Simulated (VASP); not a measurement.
# AlN in VASP: a series of runs

The runs below take AlN through single point, molecular dynamics, with PBE.

All numbers are computed with VASP 6.6.1; they aren't measurements. Logs are shortened: lines on timing, memory, paths and dates and some standing lists are left out, and cuts for length are marked.

### 1 The cell of the first run

The cell holds a disordered packing, 4 atoms: a = 4.085 Å, b = 3.756 Å, c = 3.099 Å, α = 92.77°, β = 83.52°, γ = 98.37°.

### 2 Single point, PBE

Contents of INCAR:

```
SYSTEM = AlN
PREC = Accurate ; ENCUT = 520
EDIFF = 1E-6 ; ISMEAR = -1
SIGMA = 0.05 ; LREAL = .FALSE.
LASPH = .TRUE. ; NELM = 100
ALGO = Normal ; ISIF = 2
LWAVE = .FALSE. ; LCHARG = .FALSE.
GGA = PE ; NBANDS = 16
```

Contents of KPOINTS:

```
regular mesh
0
G
  4 4 5
  0 0 0
```

Contents of POSCAR:

```
AlN
1.0
    4.0574580000      0.1423240000     -0.4522460000
   -0.6702270000      3.6946320000      0.0883400000
    0.6920230000     -0.0989620000      3.0195290000
Al N
2 2
Direct
    0.2299404075      0.9629606607      0.6912583667
    0.7542240744      0.0280478789      0.2229318119
    0.0987243855      0.5415159293      0.1799774704
    0.4911638873      0.5055221548      0.4478460304
```

Potentials or basis: VASP PAW PBE potentials, release 64 (Al, N).

The run is started by

```console
$ cat potpaw_PBE.64/Al/POTCAR potpaw_PBE.64/N/POTCAR > POTCAR
$ mpirun -np 1 vasp_std > vasp.out
```

OUTCAR:

```text
SYSTEM = AlN
   PREC = Accurate
   ENCUT = 520
   EDIFF = 1E-6
   ISMEAR = -1
   LREAL = .FALSE.
   LASPH = .TRUE.
   NELM = 100
   ISIF = 2
   GGA = PE

 ion  position               nearest neighbor table
   1  0.230  0.963  0.691-   4 2.21   3 2.21   3 2.24   4 2.28   2 2.43   2 2.44   2 2.60   2 2.82

   2  0.754  0.028  0.223-   4 2.20   3 2.22   4 2.26   1 2.43   1 2.44   3 2.45   1 2.60   1 2.82

   3  0.099  0.542  0.180-   1 2.21   2 2.22   1 2.24   2 2.45
   4  0.491  0.506  0.448-   2 2.20   1 2.21   2 2.26   1 2.28

  LATTYP: Found a triclinic cell.
 ALAT       =     3.7559704209
 B/A-ratio  =     1.3269191090
 C/A-ratio  =     1.6339856565
 COS(alpha) =     0.0274408954
 COS(beta)  =     0.4906950237
 COS(gamma) =     0.7836851426

  Lattice vectors:

 A1 = (   0.6702270000,  -3.6946320000,  -0.0883400000)
 A2 = (   1.3622500000,  -3.7935940000,   2.9311890000)
 A3 = (  -4.0792540000,  -3.7379940000,  -2.6556230000)

Analysis of symmetry for initial positions (statically):
=====================================================================
 Subroutine PRICEL returns:
 Original cell was already a primitive cell.

 Routine SETGRP: Setting up the symmetry group for a
 triclinic supercell.

 Subroutine GETGRP returns: Found  1 space group operations
 (whereof  1 operations were pure point group operations)
 out of a pool of  2 trial point group operations.

The static configuration has the point symmetry C_1 .

Analysis of symmetry for dynamics (positions and initial velocities):
=====================================================================
 Subroutine PRICEL returns:
 Original cell was already a primitive cell.

 Routine SETGRP: Setting up the symmetry group for a
 triclinic supercell.

 Subroutine GETGRP returns: Found  1 space group operations
 (whereof  1 operations were pure point group operations)
 out of a pool of  2 trial point group operations.

The dynamic configuration has the point symmetry C_1 .

 Subroutine INISYM returns: Found  1 space group operations
 (whereof  1 operations are pure point group operations),
 and found     1 'primitive' translations

----------------------------------------------------------------------------------------

                                     Primitive cell

  volume of cell :      46.7237

  direct lattice vectors                    reciprocal lattice vectors
     4.057458000  0.142324000 -0.452246000     0.238953510  0.044621968 -0.053301507
    -0.670227000  3.694632000  0.088340000    -0.008239851  0.268912313  0.010701757
     0.692023000 -0.098962000  3.019529000     0.036030016 -0.001184161  0.322881222

  length of vectors
     4.085064013  3.755970421  3.099394246     0.248859298  0.269251286  0.324887439

  position of ions in fractional coordinates (direct lattice)
     0.229940408  0.962960661  0.691258367
     0.754224074  0.028047879  0.222931812
     0.098724385  0.541515929  0.179977470
     0.491163887  0.505522155  0.447846030

  ion indices of the primitive-cell ions
   primitive index   ion index
                 1           1
                 2           2
                 3           3
                 4           4

----------------------------------------------------------------------------------------

 KPOINTS: regular mesh

Automatic generation of k-mesh.
 Grid dimensions read from file:
 generate k-points for:    4    4    5

 Generating k-lattice:

  Cartesian coordinates                     Fractional coordinates (reciprocal lattice)
     0.059738377  0.011155492 -0.013325377     0.250000000 -0.000000000  0.000000000
    -0.002059963  0.067228078  0.002675439    -0.000000000  0.250000000  0.000000000
     0.007206003 -0.000236832  0.064576244     0.000000000 -0.000000000  0.200000000

  Length of vectors
     0.062214825  0.067312821  0.064977488

  Shift w.r.t. Gamma in fractional coordinates (k-lattice)
     0.000000000  0.000000000  0.000000000

 Subroutine IBZKPT returns following result:
 ===========================================

 Found     42 irreducible k-points:

 Following reciprocal coordinates:
            Coordinates               Weight
  0.000000  0.000000  0.000000      1.000000
  0.250000 -0.000000 -0.000000      2.000000
  0.500000 -0.000000 -0.000000      1.000000
 -0.000000  0.250000  0.000000      2.000000
  0.250000  0.250000 -0.000000      2.000000
  0.500000  0.250000 -0.000000      2.000000
[... 16 lines left out ...]
  0.000000 -0.250000  0.200000      2.000000
  0.250000 -0.250000  0.200000      2.000000
 [... further k-points ...]
   k-points           NKPTS =     42   k-points in BZ     NKDIM =     42   number of bands    NBANDS=     16
   number of dos      NEDOS =    301   number of ions     NIONS =      4
   total plane-waves  NPLWV =  20160
   dimension x,y,z NGX =    30 NGY =   28 NGZ =   24
   dimension x,y,z NGXF=    60 NGYF=   56 NGZF=   48
   ions per type =               2   2
   NGX,Y,Z   is equivalent  to a cutoff of  12.21, 12.39, 12.87 a.u.
   NGXF,Y,Z  is equivalent  to a cutoff of  24.42, 24.79, 25.75 a.u.
 SYSTEM =  AlN
   PREC   = accura    normal or accurate (medium, high low for compatibility)
   ISTART =      0    job   : 0-new  1-cont  2-samecut
   ICHARG =      2    charge: 1-file 2-atom 10-const
   ISPIN  =      1    spin polarized calculation?
   LNONCOLLINEAR =      F non collinear calculations
   LSORBIT =      F    spin-orbit coupling
   LASPH  =      T    aspherical Exc in radial PAW
   ENCUT  =  520.0 eV  38.22 Ry    6.18 a.u.   7.60  6.98  5.76*2*pi/ulx,y,z
   NELM   =    100;   NELMIN=  2; NELMDL= -5     # of ELM steps
   EDIFF  = 0.1E-05   stopping-criterion for ELM
   LREAL  =      F    real-space projection
   EDIFFG = 0.1E-04   stopping-criterion for IOM
   NSW    =      0    number of steps for IOM
   IBRION =     -1    ionic relax: 0-MD 1-quasi-New 2-CG
   NFREE  =      0    steps in history (QN), initial steepest desc. (CG)
   ISIF   =      2    stress and relaxation
   ISYM   =      2    0-nonsym 1-usesym 2-fastsym
   POTIM  = 0.5000    time-step for ionic-motion
   TEBEG  =    0.0;   TEEND  =   0.0 temperature during run
   PSTRESS=    0.0 pullay stress
   NELECT =      16.0000    total number of electrons
   NUPDOWN=      -1.0000    fix difference up-down
   EMIN   =  10.00;   EMAX   =-10.00  energy-range for DOS
   EFERMI =   0.00;   METHOD = LEGACY
   ISMEAR =    -1;   SIGMA  =   0.05  broadening in eV -4-tet -1-fermi 0-gaus
   EFERMI_NEDOS =   21; number of points for ismear=-14 and -15
   IALGO  =     38    algorithm
   IMIX   =      4    mixing-type and parameters
     AMIX     =   0.40;   BMIX     =  1.00
     AMIX_MAG =   1.60;   BMIX_MAG =  1.00
  volume/ion in A,a.u.               =      11.68        78.83
  Fermi-wavevector in a.u.,A,eV,Ry     =   1.145344  2.164385 17.848283  1.311812
  Thomas-Fermi vector in A             =   2.282032
   LORBIT       =      0    0 simple, 1 ext, 2 COOP (PROOUT), +10 PAW based schemes
   GGA     = PE    functional components
   LHFCALC =     F    Hartree Fock is set to
   AEXX    =    0.0000 exact exchange contribution
   IVDW    =     0    specifies the selected vdW correction
   LEPSILON=     F    determine dielectric tensor
   LRPA    =     F    only Hartree local field effects (RPA)
 non-spin polarized calculation
  energy-cutoff  :      520.00
  volume of cell :       46.72
 maximum number of plane-waves:      1272
   NGX = 15   NGY = 13   NGZ = 11

 number of electron      16.0000000 magnetization

 Free energy of the ion-electron system (eV)
  ---------------------------------------------------
  ext. energy  EPLUGINS =         0.00000000
  ---------------------------------------------------
  free energy    TOTEN  =       -20.47039772 eV

  energy without entropy =      -20.46243493  energy(sigma->0) =      -20.46641632

 E-fermi :   6.9953     XC(G=0): -10.8028

 val. band max:        6.9287813181   @ k =   0.5000   0.2500   0.2000
 cond. band min:       7.0558650838   @ k =   0.5000   0.5000   0.2000
 fundamental gap:      0.1270837658
 Fermi energy:         6.9952528659

 k-point     1 :       0.0000    0.0000    0.0000
  band No.  band energies     occupation
      1      -9.7655      2.00000
      2      -4.8281      2.00000
      3       0.3892      2.00000
      4       1.4228      2.00000
      5       2.3739      2.00000
      6       4.8104      2.00000
[... 8 lines left out ...]
     15      16.7423      0.00000
     16      17.4508      0.00000

 k-point     2 :       0.2500   -0.0000   -0.0000
  band No.  band energies     occupation
      1      -9.4535      2.00000
      2      -5.7500      2.00000
      3       0.9453      2.00000
      4       2.0505      2.00000
      5       2.9621      2.00000
      6       3.9762      2.00000
[... 8 lines left out ...]
     15      16.1088      0.00000
     16      17.2401      0.00000

 k-point     3 :       0.5000   -0.0000   -0.0000
  band No.  band energies     occupation
      1      -8.9968      2.00000
      2      -6.6776      2.00000
      3       1.5827      2.00000
      4       2.4255      2.00000
      5       3.3070      2.00000
      6       4.0851      2.00000
[... 8 lines left out ...]
     15      16.6148      0.00000
     16      17.9559      0.00000

 k-point     4 :      -0.0000    0.2500    0.0000
  band No.  band energies     occupation
      1      -9.4931      2.00000
      2      -4.7596      2.00000
      3      -1.7688      2.00000
      4       1.3637      2.00000
      5       3.6623      2.00000
      6       4.8657      2.00000
[... 8 lines left out ...]
     15      17.2834      0.00000
     16      17.7132      0.00000
[... 324 lines left out ...]
 k-point    22 :      -0.2500    0.5000    0.2000
  band No.  band energies     occupation
      1      -8.5945      2.00000
      2      -5.4948      2.00000
      3      -1.9454      2.00000
      4       1.2656      2.00000
      5       2.3007      2.00000
      6       4.6186      2.00000
[... 8 lines left out ...]
     15      15.6328      0.00000
     16      18.5843      0.00000

 k-point    23 :       0.0000   -0.2500    0.2000
  band No.  band energies     occupation
      1      -9.1932      2.00000
      2      -4.8731      2.00000
      3      -1.2026      2.00000
      4       1.4686      2.00000
      5       3.2304      2.00000
      6       3.7300      2.00000
[... 8 lines left out ...]
     15      16.6302      0.00000
     16      18.1175      0.00000

 k-point    24 :       0.2500   -0.2500    0.2000
  band No.  band energies     occupation
      1      -8.9876      2.00000
      2      -5.4572      2.00000
      3      -0.4594      2.00000
      4       2.0873      2.00000
      5       2.2760      2.00000
      6       3.5729      2.00000
[... 8 lines left out ...]
     15      16.7199      0.00000
     16      18.3428      0.00000

 [... further k-points ...]

------------------------ aborting loop because EDIFF is reached ----------------------------------------

  FORCE on cell =-STRESS in cart. coord.  units (eV):
  Direction    XX          YY          ZZ          XY          YZ          ZX
  --------------------------------------------------------------------------------------
  -------------------------------------------------------------------------------------
  Total        2.9043597    -13.7558434      4.2569022      1.6375485      0.6806253     -3.8609502
  in kB       99.5918505   -471.6943009    145.9711667     56.1523041     23.3389591   -132.3937884
  external PRESSURE =     -75.3770945 kB  Pullay stress =       0.0000000 kB

 VOLUME and BASIS-vectors are now :
 -----------------------------------------------------------------------------
  energy-cutoff  :      520.00
  volume of cell :       46.72
      direct lattice vectors                 reciprocal lattice vectors
     4.057458000  0.142324000 -0.452246000     0.238953510  0.044621968 -0.053301507
    -0.670227000  3.694632000  0.088340000    -0.008239851  0.268912313  0.010701757
     0.692023000 -0.098962000  3.019529000     0.036030016 -0.001184161  0.322881222

 POSITION                                       TOTAL-FORCE (eV/Angst)
 -----------------------------------------------------------------------------------
      0.76594      3.52210      2.06835         0.512403     -1.553023      0.103660
      3.19571      0.18891      0.33453         0.159617      0.874367      0.317004
      0.16218      1.99694      0.54664         1.442364      0.728401      1.320733
      1.96398      1.89330      1.17482        -2.114384     -0.049744     -1.741397
 -----------------------------------------------------------------------------------
    total drift:                               -0.000025      0.000205      0.000031

  FREE ENERGIE OF THE ION-ELECTRON SYSTEM (eV)
  ---------------------------------------------------
  free  energy   TOTEN  =       -20.4703977195 eV

  energy  without entropy=      -20.4624349305  energy(sigma->0) =      -20.46641632
```

It took 39 s on 1 thread of Intel Xeon 8259CL, shared host; peak memory 0.16 GiB.

What came out:

| Item | Value |
| --- | --- |
| Free energy | -20.4704 eV |
| Pressure | -7.5 GPa |
| Largest force | 2.740 eV/Å |
| Band gap on the k mesh | zero (bands 8 and 9 overlap by 1.64 eV) |

Forces in eV/Å, atoms in the order of the input:
```
Al   0.512 -1.553  0.104
Al   0.160  0.874  0.317
N    1.442  0.728  1.321
N   -2.114 -0.050 -1.741
```

Levels at points of the mesh, in eV from the Fermi level:
```csv
k point,band 4,band 5,band 6,band 7,band 8,band 9,band 10,band 11,band 12,band 13
"(0.00, 0.00, 0.00)",-5.57,-4.62,-2.18,-1.85,-1.39,0.48,2.89,3.97,6.21,7.67
"(0.50, 0.00, 0.00)",-4.57,-3.69,-2.91,-2.37,-1.56,-0.86,1.84,6.13,6.93,7.67
"(0.00, 0.50, 0.00)",-5.61,-3.76,-1.76,-0.97,-0.14,2.36,2.81,4.00,5.30,5.92
"(0.50, 0.50, 0.00)",-7.53,-2.89,-2.13,-0.90,0.78,1.25,2.52,6.03,6.81,7.61
```

Caveat: the k points lie up to 0.42 Å⁻¹ apart, too coarse for converged energies and pressures of a metal.

### 3 Single point, PBE

Contents of INCAR:

```
PREC = Accurate
ENCUT = 520
EDIFF = 1E-6
ISMEAR = -1
SIGMA = 0.05
LREAL = False
LASPH = True
NELM = 60
ALGO = Normal
ISIF = 2
LWAVE = False
LCHARG = False
GGA = PE
NBANDS = 16
```

Contents of KPOINTS:

```
regular mesh
0
Gamma
  4 4 5
```

Contents of POSCAR:

```
AlN
1.0
    4.0574580000      0.1423240000     -0.4522460000
   -0.6702270000      3.6946320000      0.0883400000
    0.6920230000     -0.0989620000      3.0195290000
Al N
2 2
Direct
    0.2288293428      0.9566221845      0.6952551710
    0.7531074750      0.0308929795      0.2262328851
    0.1138521454      0.5393801997      0.1839619128
    0.4803268683      0.5143868638      0.4298034459
```

Potentials or basis: VASP PAW PBE potentials, release 64 (Al, N).

The run is started by

```console
$ cat potpaw_PBE.64/Al/POTCAR potpaw_PBE.64/N/POTCAR > POTCAR
$ mpirun -np 1 vasp_std > vasp.out
```

It took 39 s on 1 thread of Intel Xeon 8259CL, shared host; peak memory 0.16 GiB.

The run converged. Its results:

```yaml
Free_energy: -20.8501 eV
Pressure: -7.1 GPa
Largest_force: 2.900 eV/Å
Band_gap_on_the_k_mesh: zero (bands 8 and 9 overlap by 1.71 eV)
```

Forces on the atoms (eV/Å):
```
Al   0.522 -1.613  0.169
Al   0.181  1.002  0.323
N    1.553  0.524  1.328
N   -2.256  0.086 -1.820
```

Stress tensor (GPa, compression positive):
```
  7.56   5.17 -13.37
  5.17 -43.06   2.56
-13.37   2.56  14.19
```

Levels at points of the mesh, in eV from the Fermi level:
```csv
k point,band 5,band 6,band 7,band 8,band 9,band 10,band 11,band 12
"(0.00, 0.00, 0.00)",-4.27,-2.08,-1.79,-1.63,0.60,3.67,3.98,6.38
"(0.50, 0.00, 0.00)",-3.81,-3.04,-2.12,-1.65,-0.80,2.82,6.21,6.95
"(0.00, 0.50, 0.00)",-3.58,-1.68,-1.46,-0.43,2.61,3.78,4.14,5.23
"(0.50, 0.50, 0.00)",-3.26,-2.28,-0.79,0.91,1.62,2.74,6.14,6.92
```

Caveat: the k points lie up to 0.42 Å⁻¹ apart, too coarse for converged energies and pressures of a metal.

(Part 1 of 2 ends here.)
